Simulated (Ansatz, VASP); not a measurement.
**One calculation of CaSe, two programs**

```xyz
2
Lattice="0.0000 2.9560 2.9560 2.9560 0.0000 2.9560 2.9560 2.9560 0.0000" Properties=species:S:1:pos:R:3 pbc="T T T"
Se    2.9560    2.9560    2.9560
Ca    0.0000    0.0000    0.0000
```

Alike in both runs: functional LDA; k mesh 8 × 8 × 8; occupations fermi-dirac, width 0.05 eV; no spin polarisation.

|  | VASP | Ansatz |
| --- | --- | --- |
| version | VASP 6.6.1 | Ansatz 0.2.0 |
| potentials or method | VASP PAW LDA potentials, release 64 (Se, Ca_sv) | Ansatz PAW |
| plane-wave cutoff (eV) | 520 | 420 |
| valence electrons in the cell | 16 | 26 |
| task | single point | band structure |

```csv
,VASP,Ansatz,Ansatz less VASP
gap on the k mesh at the Fermi level (eV),1.86,1.88,+0.016
least direct gap on the mesh (eV),2.80,2.82,+0.015
pressure (GPa),-2.9,-3.1,-0.23
```

LDA's correlation is that of Perdew and Zunger in VASP and of Perdew and Wang (1992) in Ansatz. VASP's potentials hold 16 valence electrons a cell and Ansatz's 26, so a difference there can come from the potentials and not from the codes.
